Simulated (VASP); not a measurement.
Pb: single point with PBE

Crystal: Pb.

```
Pb
1.0
     0.00000    2.77240    1.96008
     2.77240    0.00000    1.96008
     2.77240    2.77240    0.00000
Pb
1
Cartesian
  0.0000 0.0000 0.0000
```

This cell differs from its parent crystal: ratio of the length along z to the lengths across it x 0.707, volume and fractional coordinates fixed.

```json
{
 "Program": "VASP 6.6.1",
 "Task": "single point",
 "Functional": "PBE",
 "Potentials or basis": "VASP PAW PBE potentials, release 64 (Pb_d)",
 "Cutoff": "520 eV",
 "k mesh": "18 × 18 × 18",
 "Occupations": "gaussian, width 0.15 eV",
 "Spin": "no spin polarisation",
 "Dipole correction": "no",
 "Further INCAR settings": "ALGO = Fast; EDIFF = 1e-06; NBANDS = 13"
}
```

```json
{
  "Pressure": "2.5 GPa",
  "Band gap on the k mesh": "zero (band 7 reaches 15.06 eV, above the bottom of band 8 at 5.27 eV)"
}
```

Levels at points of the mesh, in eV from the Fermi level:
```
           k point  band 4  band 5  band 6  band 7  band 8  band 9  band 10  band 11
(0.00, 0.00, 0.00)  -16.88  -16.88  -11.79    7.71    7.71    7.71    11.13    11.13
(0.50, 0.00, 0.00)  -16.89  -16.73   -7.88   -4.07    3.50    5.19     7.62     9.00
(0.50, 0.50, 0.00)  -16.77  -16.77   -5.11   -0.37   -0.37   -0.36     4.60     4.60
(0.50, 0.00, 0.50)  -16.89  -16.73   -7.88   -4.07    3.50    5.19     7.62     9.00
```

Wall time 2.1 min on 1 thread of Intel Xeon 6975P-C, with other jobs on the host, peak memory 0.31 GiB.

Caveat: spin-orbit coupling is left out, which moves the levels of the heavy elements.
